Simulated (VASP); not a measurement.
# MgSnO4: single point with PBE

The system is MgSnO4.

```xyz
6
Lattice="0.0000 3.2634 3.2634 3.2634 0.0000 3.2634 3.2634 3.2634 0.0000" Properties=species:S:1:pos:R:3 pbc="T T T"
Mg    0.0000    0.0000    0.0000
Sn    1.6317    1.6317    1.6317
O     2.4555    2.4555    4.0712
O     2.4555    4.0712    2.4555
O     4.0712    2.4555    2.4555
O     4.0712    4.0712    4.0712
```

The cell was built from a structure type or drawn by symmetry, and may not be a known phase.

```json
{
  "Program": "VASP 6.6.1",
  "Task": "single point",
  "Functional": "PBE",
  "Potentials or basis": "VASP PAW PBE potentials, release 64 (Mg, Sn_d, O)",
  "Cutoff": "520 eV",
  "k mesh": "10 × 10 × 10",
  "Occupations": "gaussian, width 0.1 eV",
  "Spin": "no spin polarisation"
}
```

```
Pressure               : -0.3 GPa
Band gap on the k mesh : zero (bands 20 and 21 overlap by 0.69 eV)
```

Levels at points of the mesh, in eV from the Fermi level:
```csv
k point,band 16,band 17,band 18,band 19,band 20,band 21,band 22,band 23,band 24,band 25
"(0.00, 0.00, 0.00)",-3.63,-0.16,-0.16,-0.16,0.61,0.61,0.61,1.90,1.90,1.90
"(0.50, 0.00, 0.00)",-2.20,-2.12,-2.12,-1.79,-0.13,0.57,0.57,0.99,3.74,3.74
"(0.50, 0.50, 0.00)",-2.17,-1.94,-1.92,-1.92,-0.43,0.46,0.46,2.02,3.61,3.61
```

Run time: 100 s on 1 thread of Intel(R) Xeon(R) Platinum 8488C (Sapphire Rapids) (shared host), peak memory 0.25 GiB.

Caveat: semilocal functionals underestimate gaps, so a narrow gap can read as zero; spin-orbit coupling is left out, which moves the levels of the heavy elements.
